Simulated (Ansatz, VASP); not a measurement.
**Two plane-wave programs on Cd**

```
Cd
1.0
     1.62763    0.93972    2.38687
    -1.62763    0.93972    2.38687
     0.00000   -1.87943    2.38687
Cd
1
Direct
  0.00000 0.00000 0.00000
```

Alike in both runs: functional r2SCAN; k mesh 18 × 18 × 18; occupations gaussian, width 0.1 eV; no spin polarisation.

Ansatz relaxed the structure, and its values are those at the end. VASP's run is a single point on that final structure, the one shown.

```csv
,VASP,Ansatz
version,VASP 6.6.1,Ansatz 0.2.0
potentials or method,"VASP PAW PBE potentials, release 64 (Cd), cutoff 520 eV","scalar-relativistic, plane waves, PAW"
valence electrons in the cell,12,20
```

Ansatz gave:

```
gap on the k mesh at the Fermi level (eV) : none
pressure (GPa)                            : 0.0
```

Estimate VASP's values.

gap on the k mesh at the Fermi level (eV): none; pressure (GPa): 0.3.

VASP's potentials were made for PBE, not for r2SCAN. A gap of «none» marks a metal or a gap that the smearing closes. VASP's potentials hold 12 valence electrons a cell and Ansatz's 20, so a difference there can come from the potentials and not from the codes.
